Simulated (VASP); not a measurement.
# Pt (P6_3/mmc) in VASP: notebook

Pt is run at these levels: PBE; tasks: single point, relaxation of cell and atoms.

Everything below comes from runs of VASP 6.6.1. Logs are shortened: lines on timing, memory, paths and dates and some standing lists are left out, and cuts for length are marked.

### Step 1. The cell of the first run

Symmetry: P6_3/mmc, No. 194, hexagonal system. The conventional cell has a = 2.761 Å, b = 2.761 Å, c = 4.771 Å, α = 90.00°, β = 90.00°, γ = 120.00°. Pt (site symmetry -6m2) has 12 Pt at 2.76 to 2.87 Å within 3.6 Å.

This isn't the form of Pt at room conditions, which is fcc.

### Step 2. Single point, PBE

The input, INCAR:

```
SYSTEM = Pt
  PREC = Accurate
  ENCUT = 520
  EDIFF = 1E-6
  ISMEAR = -1
  SIGMA = 0.05
  LREAL = .False.
  LASPH = .True.
  NELM = 80
  ALGO = Normal
  ISIF = 2
  LWAVE = .False.
  LCHARG = .True.
  GGA = PE
  LELF = .True.
  LVHAR = .True.
  NBANDS = 17
```

The input, KPOINTS:

```
regular mesh
0
Gamma
  17 17 9
  0 0 0
```

The input, POSCAR:

```
Pt
1.0
    2.7612459701      0.0000000000      0.0000000000
   -1.3806229851      2.3913091562      0.0000000000
    0.0000000000      0.0000000000      4.7710746736
Pt
2
Direct
    0.3333333333      0.6666666667      0.2500000000
    0.6666666667      0.3333333333      0.7500000000
```

Potentials or basis: VASP PAW PBE potentials, release 64 (Pt).

Started as:

```console
$ cat potpaw_PBE.64/Pt/POTCAR > POTCAR
$ mpirun -np 1 vasp_std > vasp.out
```

OUTCAR:

```text
SYSTEM = Pt
   PREC = Accurate
   ENCUT = 520
   EDIFF = 1E-6
   ISMEAR = -1
   LREAL = .False.
   LASPH = .True.
   NELM = 80
   ISIF = 2
   GGA = PE

 ion  position               nearest neighbor table
   1  0.333  0.667  0.250-   2 2.87   2 2.87   2 2.87   2 2.87   2 2.87   2 2.87
   2  0.667  0.333  0.750-   1 2.87   1 2.87   1 2.87   1 2.87   1 2.87   1 2.87

  LATTYP: Found a hexagonal cell.
 ALAT       =     2.7612459701
 C/A-ratio  =     1.7278702170

  Lattice vectors:

 A1 = (   2.7612459701,   0.0000000000,   0.0000000000)
 A2 = (  -1.3806229851,   2.3913091562,   0.0000000000)
 A3 = (   0.0000000000,   0.0000000000,   4.7710746736)

Analysis of symmetry for initial positions (statically):
=====================================================================
 Subroutine PRICEL returns:
 Original cell was already a primitive cell.

 Routine SETGRP: Setting up the symmetry group for a
 hexagonal supercell.

 Subroutine GETGRP returns: Found 24 space group operations
 (whereof 12 operations were pure point group operations)
 out of a pool of 24 trial point group operations.

The static configuration has the point symmetry D_3d.
 The point group associated with its full space group is D_6h.

Analysis of symmetry for dynamics (positions and initial velocities):
=====================================================================
 Subroutine PRICEL returns:
 Original cell was already a primitive cell.

 Routine SETGRP: Setting up the symmetry group for a
 hexagonal supercell.

 Subroutine GETGRP returns: Found 24 space group operations
 (whereof 12 operations were pure point group operations)
 out of a pool of 24 trial point group operations.

The dynamic configuration has the point symmetry D_3d.
 The point group associated with its full space group is D_6h.

 Subroutine INISYM returns: Found 24 space group operations
 (whereof 12 operations are pure point group operations),
 and found     1 'primitive' translations

----------------------------------------------------------------------------------------

                                     Primitive cell

  volume of cell :      31.5034

  direct lattice vectors                    reciprocal lattice vectors
     2.761245970  0.000000000  0.000000000     0.362155350  0.209090489  0.000000000
    -1.380622985  2.391309156  0.000000000     0.000000000  0.418180977  0.000000000
     0.000000000  0.000000000  4.771074674     0.000000000  0.000000000  0.209596384

  length of vectors
     2.761245970  2.761245970  4.771074674     0.418180977  0.418180977  0.209596384

  position of ions in fractional coordinates (direct lattice)
     0.333333333  0.666666667  0.250000000
     0.666666667  0.333333333  0.750000000

  ion indices of the primitive-cell ions
   primitive index   ion index
                 1           1
                 2           2

----------------------------------------------------------------------------------------

 KPOINTS: regular mesh

Automatic generation of k-mesh.
 Grid dimensions read from file:
 generate k-points for:   17   17    9

 Generating k-lattice:

  Cartesian coordinates                     Fractional coordinates (reciprocal lattice)
     0.021303256  0.012299441  0.000000000     0.058823529  0.000000000  0.000000000
     0.000000000  0.024598881  0.000000000     0.000000000  0.058823529  0.000000000
     0.000000000  0.000000000  0.023288487     0.000000000  0.000000000  0.111111111

  Length of vectors
     0.024598881  0.024598881  0.023288487

  Shift w.r.t. Gamma in fractional coordinates (k-lattice)
     0.000000000  0.000000000  0.000000000

 Subroutine IBZKPT returns following result:
 ===========================================

 Found    165 irreducible k-points:

 Following reciprocal coordinates:
            Coordinates               Weight
  0.000000  0.000000  0.000000      1.000000
  0.058824  0.000000  0.000000      6.000000
  0.117647  0.000000  0.000000      6.000000
  0.176471  0.000000  0.000000      6.000000
  0.235294  0.000000  0.000000      6.000000
  0.294118  0.000000  0.000000      6.000000
[... 16 lines left out ...]
  0.411765  0.117647  0.000000     12.000000
  0.176471  0.176471  0.000000      6.000000
 [... further k-points ...]
   k-points           NKPTS =    165   k-points in BZ     NKDIM =    165   number of bands    NBANDS=     17
   number of dos      NEDOS =    301   number of ions     NIONS =      2
   total plane-waves  NPLWV =  20736
   dimension x,y,z NGX =    24 NGY =   24 NGZ =   36
   dimension x,y,z NGXF=    48 NGYF=   48 NGZF=   72
   ions per type =               2
   NGX,Y,Z   is equivalent  to a cutoff of  14.45, 14.45, 12.54 a.u.
   NGXF,Y,Z  is equivalent  to a cutoff of  28.90, 28.90, 25.09 a.u.
 SYSTEM =  Pt
   PREC   = accura    normal or accurate (medium, high low for compatibility)
   ISTART =      0    job   : 0-new  1-cont  2-samecut
   ICHARG =      2    charge: 1-file 2-atom 10-const
[... 97 lines left out ...]
      3       6.2272      2.00000
      4       6.8285      2.00000
      5       6.9710      2.00000
      6       7.4659      2.00000
[... 9 lines left out ...]
     16      28.0864      0.00000
     17      28.1166      0.00000

 k-point     5 :       0.2353    0.0000    0.0000
  band No.  band energies     occupation
      1       2.4798      2.00000
      2       4.5596      2.00000
      3       6.2521      2.00000
      4       6.2550      2.00000
      5       6.6340      2.00000
      6       7.8918      2.00000
[... 9 lines left out ...]
     16      26.7904      0.00000
     17      28.8269      0.00000

 k-point     6 :       0.2941    0.0000    0.0000
  band No.  band energies     occupation
      1       3.1856      2.00000
      2       4.5430      2.00000
      3       5.6661      2.00000
      4       6.4540      2.00000
      5       6.7741      2.00000
      6       7.6011      2.00000
[... 9 lines left out ...]
     16      25.8165      0.00000
     17      27.5762      0.00000

 k-point     7 :       0.3529    0.0000    0.0000
  band No.  band energies     occupation
      1       3.7035      2.00000
      2       4.3600      2.00000
      3       5.2160      2.00000
      4       6.6674      2.00000
      5       7.2817      2.00000
      6       7.3553      2.00000
[... 9 lines left out ...]
     16      24.8997      0.00000
     17      24.9563      0.00000

 k-point     8 :       0.4118    0.0000    0.0000
  band No.  band energies     occupation
      1       3.9471      2.00000
      2       4.1865      2.00000
      3       4.9121      2.00000
      4       7.0704      2.00000
      5       7.1787      2.00000
      6       7.3496      2.00000
[... 9 lines left out ...]
     16      23.0300      0.00000
     17      24.2562      0.00000
[... 203 lines left out ...]
      1       2.8098      2.00000
      2       4.9158      2.00000
      3       5.8659      2.00000
      4       6.1249      2.00000
      5       6.6914      2.00000
      6       7.3458      2.00000
[... 9 lines left out ...]
     16      26.9599      0.00000
     17      28.5675      0.00000

 k-point    20 :       0.2353    0.1176    0.0000
  band No.  band energies     occupation
      1       3.5357      2.00000
      2       4.9166      2.00000
      3       5.6272      2.00000
      4       6.0562      2.00000
      5       6.7544      2.00000
      6       7.1280      2.00000
[... 9 lines left out ...]
     16      26.0762      0.00000
     17      27.8001      0.00000

 k-point    21 :       0.2941    0.1176    0.0000
  band No.  band energies     occupation
      1       4.0886      2.00000
      2       4.7073      2.00000
      3       5.2370      2.00000
      4       6.4081      2.00000
      5       6.9965      2.00000
      6       7.1026      2.00000
[... 9 lines left out ...]
     16      25.3093      0.00000
     17      25.5182      0.00000

 k-point    22 :       0.3529    0.1176    0.0000
  band No.  band energies     occupation
      1       4.3438      2.00000
      2       4.5236      2.00000
      3       4.9700      2.00000
      4       6.8870      2.00000
      5       6.9570      2.00000
      6       7.3688      2.00000
[... 9 lines left out ...]
     16      23.5134      0.00000
     17      24.6460      0.00000

 k-point    23 :       0.4118    0.1176    0.0000
  band No.  band energies     occupation
      1       4.3824      2.00000
      2       4.4537      2.00000
      3       4.8346      2.00000
      4       7.0087      2.00000
      5       7.1553      2.00000
      6       7.3142      2.00000
[... 9 lines left out ...]
     16      22.2605      0.00000
     17      24.1755      0.00000

 k-point    24 :       0.1765    0.1765    0.0000
  band No.  band energies     occupation
      1       3.5316      2.00000
      2       5.3021      2.00000
      3       5.6112      2.00000
      4       5.7202      2.00000
      5       6.7320      2.00000
      6       7.0467      2.00000
[... 9 lines left out ...]
     16      26.4007      0.00000
     17      28.3289      0.00000

 [... further k-points ...]

------------------------ aborting loop because EDIFF is reached ----------------------------------------

  FORCE on cell =-STRESS in cart. coord.  units (eV):
  Direction    XX          YY          ZZ          XY          YZ          ZX
  --------------------------------------------------------------------------------------
  -------------------------------------------------------------------------------------
  Total       -0.0911114     -0.0911114     -0.1147056      0.0000000      0.0000000      0.0000000
  in kB       -4.6336801     -4.6336801     -5.8336218      0.0000000      0.0000000      0.0000000
  external PRESSURE =      -5.0336606 kB  Pullay stress =       0.0000000 kB

 VOLUME and BASIS-vectors are now :
 -----------------------------------------------------------------------------
  energy-cutoff  :      520.00
  volume of cell :       31.50
      direct lattice vectors                 reciprocal lattice vectors
     2.761245970  0.000000000  0.000000000     0.362155350  0.209090489  0.000000000
    -1.380622985  2.391309156  0.000000000     0.000000000  0.418180977  0.000000000
     0.000000000  0.000000000  4.771074674     0.000000000  0.000000000  0.209596384

 POSITION                                       TOTAL-FORCE (eV/Angst)
 -----------------------------------------------------------------------------------
     -0.00000      1.59421      1.19277        -0.000000     -0.000000      0.000000
      1.38062      0.79710      3.57831         0.000000      0.000000      0.000000
 -----------------------------------------------------------------------------------
    total drift:                               -0.000000      0.000000     -0.000000

  FREE ENERGIE OF THE ION-ELECTRON SYSTEM (eV)
  ---------------------------------------------------
  free  energy   TOTEN  =       -12.0992001549 eV

  energy  without entropy=      -12.0681922857  energy(sigma->0) =      -12.08369622
```

It took 91 s on 1 thread of Intel Xeon 8259CL, shared host; peak memory 0.21 GiB.

Results:

- Free energy: -12.0992 eV
- Pressure: -0.5 GPa
- Band gap on the k mesh: zero (bands 10 and 11 overlap by 1.20 eV)

Stress tensor (GPa, compression positive):
```
-0.46  0.00  0.00
 0.00 -0.46  0.00
 0.00  0.00 -0.58
```

Levels at points of the mesh, in eV from the Fermi level:
| k point | band 7 | band 8 | band 9 | band 10 | band 11 | band 12 | band 13 | band 14 |
| --- | --- | --- | --- | --- | --- | --- | --- | --- |
| (0.00, 0.00, 0.00) | -3.04 | -1.82 | -1.82 | -0.68 | -0.21 | -0.21 | 4.77 | 15.11 |

Caveat: spin-orbit coupling is left out, which moves the levels of the heavy elements.

### Step 3. Single point, PBE

This run uses another cell than the first one, of 18.34 Å³/atom.

The input, INCAR:

```
  PREC = Accurate
  ENCUT = 520
  EDIFF = 1E-6
  ISMEAR = -1
  SIGMA = 0.05
  LREAL = False
  LASPH = True
  NELM = 100
  ALGO = Normal
  ISIF = 2
  LWAVE = False
  LCHARG = False
  GGA = PE
  NBANDS = 17
```

The input, KPOINTS:

```
regular mesh
0
Gamma
  17 17 9
```

The input, POSCAR:

```
Pt
1.0
    2.9355082419      0.0000000000      0.0000000000
   -1.4677541209      2.5422247105      0.0000000000
    0.0000000000      0.0000000000      4.9144954370
Pt
2
Direct
    0.3333333333      0.6666666667      0.2500000000
    0.6666666667      0.3333333333      0.7500000000
```

Potentials or basis: VASP PAW PBE potentials, release 64 (Pt).

Started as:

```console
$ cat potpaw_PBE.64/Pt/POTCAR > POTCAR
$ mpirun -np 1 vasp_std > vasp.out
```

Run time: 98 s. Hardware: 1 thread of Intel Xeon 8259CL, shared host; peak memory 0.22 GiB.

The run converged. Its results:

```
Free energy            : -11.6091 eV
Pressure               : -24.7 GPa
Band gap on the k mesh : zero (bands 10 and 11 overlap by 0.83 eV)
```

Stress tensor (GPa, compression positive):
```
-26.17   0.00   0.00
  0.00 -26.17   0.00
  0.00   0.00 -21.68
```

Levels at points of the mesh, in eV from the Fermi level:
```tsv
k point	band 7	band 8	band 9	band 10	band 11	band 12	band 13	band 14
(0.00, 0.00, 0.00)	-2.31	-1.58	-1.58	-0.19	-0.19	0.16	4.21	15.05
```

Caveat: the cell stands under tension; spin-orbit coupling is left out, which moves the levels of the heavy elements.

### Step 4. Relaxation of cell and atoms, PBE

This run uses another cell than the first one, of 15.66 Å³/atom.

The input, INCAR:

```
PREC = Accurate
ENCUT = 600
EDIFF = 1E-6
ISMEAR = -1
SIGMA = 0.05
LREAL = False
LASPH = True
NELM = 100
ALGO = Normal
ISIF = 3
LWAVE = False
LCHARG = False
GGA = PE
IBRION = 2
NSW = 60
EDIFFG = -0.005
```

The input, KPOINTS:

```
Automatic mesh
0
Gamma
  17 17 9
```

The input, POSCAR:

```
Pt
1.0
    2.8157965965      0.0000000000      0.0000000000
   -1.4078982983      2.4385513845      0.0000000000
    0.0000000000      0.0000000000      4.5615904864
Pt
2
Direct
    0.3333333333      0.6666666667      0.2500000000
    0.6666666667      0.3333333333      0.7500000000
```

Started as:

```console
$ cat potpaw_PBE.64/Pt/POTCAR > POTCAR
$ mpirun -np 1 vasp_std > vasp.out
```

Run time: 5.8 min. Hardware: 1 thread of Intel Xeon 8259CL, shared host; peak memory 0.23 GiB.

It converged, with:

* Free energy: -12.0993 eV
* Relaxed volume: 15.73 Å³/atom
* Relaxed cell: a = 2.761 Å, b = 2.761 Å, c = 4.765 Å, α = 90.00°, β = 90.00°, γ = 120.00°
* Space group after relaxing (to 0.1 Å): P6_3/mmc (No. 194)
* Energy gained by relaxing: 22.2 meV/atom
* Ionic steps: 8
* Pressure after relaxing: 0.0 GPa
* Band gap on the k mesh: zero (bands 10 and 11 overlap by 1.20 eV)

Step by step:
```
step  energy change (eV)  largest force (eV/Å)  pressure (GPa)  volume (Å³)
   1              0.0000                0.0000            1.02        31.32
   2             -0.0362                0.0000           -2.57        31.75
   3             -0.0388                0.0000           -3.37        31.88
   4             -0.0071                0.0000            8.46        30.58
   5             -0.0441                0.0000           -0.43        31.51
   6             -0.0442                0.0000           -0.36        31.51
   7             -0.0443                0.0000            0.14        31.43
   8             -0.0444                0.0000           -0.02        31.45
```

Final structure:
```yaml
crystal:
  lattice:
    - [2.76076, 0.00000, 0.00000]
    - [-1.38038, 2.39089, 0.00000]
    - [0.00000, 0.00000, 4.76503]
  atoms:
    - { symbol: Pt, position: [0.33333, 0.66667, 0.25000] }
    - { symbol: Pt, position: [0.66667, 0.33333, 0.75000] }
```

Levels at points of the mesh, in eV from the Fermi level:
```tsv
k point	band 6	band 7	band 8	band 9	band 10	band 11	band 12	band 13	band 14
(0.00, 0.00, 0.00)	-3.04	-3.04	-1.83	-1.83	-0.68	-0.22	-0.22	4.79	15.11
```

Caveat: spin-orbit coupling is left out, which moves the levels of the heavy elements.

### Step 5. Relaxation of cell and atoms, PBE

The input, INCAR:

```
PREC = Accurate
ENCUT = 600
EDIFF = 1E-6
ISMEAR = -1
SIGMA = 0.05
LREAL = F
LASPH = T
NELM = 80
ALGO = Normal
ISIF = 3
LWAVE = F
LCHARG = F
GGA = PE
IBRION = 2
NSW = 45
EDIFFG = -0.005
```

KPOINTS is that of step 4.

The input, POSCAR:

```
Pt
1.0
    2.7612459702      0.0000000000      0.0000000000
   -1.3806229851      2.3913091562      0.0000000000
    0.0000000000      0.0000000000      4.7710746736
Pt
2
Direct
    0.3333333333      0.6666666667      0.2500000000
    0.6666666667      0.3333333333      0.7500000000
```

Started as:

```console
$ cat potpaw_PBE.64/Pt/POTCAR > POTCAR
$ mpirun -np 1 vasp_std > vasp.out
```

Run time: 3.6 min. Hardware: 1 thread of Intel Xeon 8259CL, shared host; peak memory 0.22 GiB.

The run converged. Its results:

| Item | Value |
| --- | --- |
| Free energy | -12.0996 eV |
| Relaxed volume | 15.73 Å³/atom |
| Relaxed cell | a = 2.760 Å, b = 2.760 Å, c = 4.766 Å, α = 90.00°, β = 90.00°, γ = 120.00° |
| Space group after relaxing (to 0.1 Å) | P6_3/mmc (No. 194) |
| Energy gained by relaxing | 0.0 meV/atom |
| Ionic steps | 6 |
| Pressure after relaxing | 0.0 GPa |
| Band gap on the k mesh | zero (bands 10 and 11 overlap by 1.20 eV) |

Final structure:
```yaml
crystal:
  lattice:
    - [2.76038, 0.00000, 0.00000]
    - [-1.38019, 2.39056, 0.00000]
    - [0.00000, 0.00000, 4.76630]
  atoms:
    - { symbol: Pt, position: [0.33333, 0.66667, 0.25000] }
    - { symbol: Pt, position: [0.66667, 0.33333, 0.75000] }
```

Levels at points of the mesh, in eV from the Fermi level:
| k point | band 6 | band 7 | band 8 | band 9 | band 10 | band 11 | band 12 | band 13 | band 14 |
| --- | --- | --- | --- | --- | --- | --- | --- | --- | --- |
| (0.00, 0.00, 0.00) | -3.04 | -3.04 | -1.83 | -1.83 | -0.68 | -0.22 | -0.22 | 4.79 | 15.11 |

Caveat: spin-orbit coupling is left out, which moves the levels of the heavy elements.

### Step 6. Summary

```tsv
task	cell	cutoff (eV)	gap on the mesh (eV)	pressure (GPa)	relaxed volume (Å³/atom)
single point	a = 2.761, b = 2.761, c = 4.771 Å, angles 90.0, 90.0, 120.0°, 2 atoms	520	none	-0.5	-
single point	a = 2.936, b = 2.936, c = 4.914 Å, angles 90.0, 90.0, 120.0°, 2 atoms	520	none	-24.7	-
relaxation of cell and atoms	relaxed from a = 2.816, b = 2.816, c = 4.562 Å, angles 90.0, 90.0, 120.0°, 2 atoms	600	none	0.0	15.73
relaxation of cell and atoms	relaxed from a = 2.761, b = 2.761, c = 4.771 Å, angles 90.0, 90.0, 120.0°, 2 atoms	600	none	0.0	15.73
```

Alike in all rows: level PBE; potentials or basis VASP PAW PBE potentials, release 64 (Pt); no spin polarisation; k mesh 17 × 17 × 9; smearing fermi-dirac 0.05 eV.

Caveats: spin-orbit coupling is left out, which moves the levels of the heavy elements; the cell stands under tension (at least some runs).

Total energies depend on the potentials used, so only differences within one code and one set of settings carry meaning.
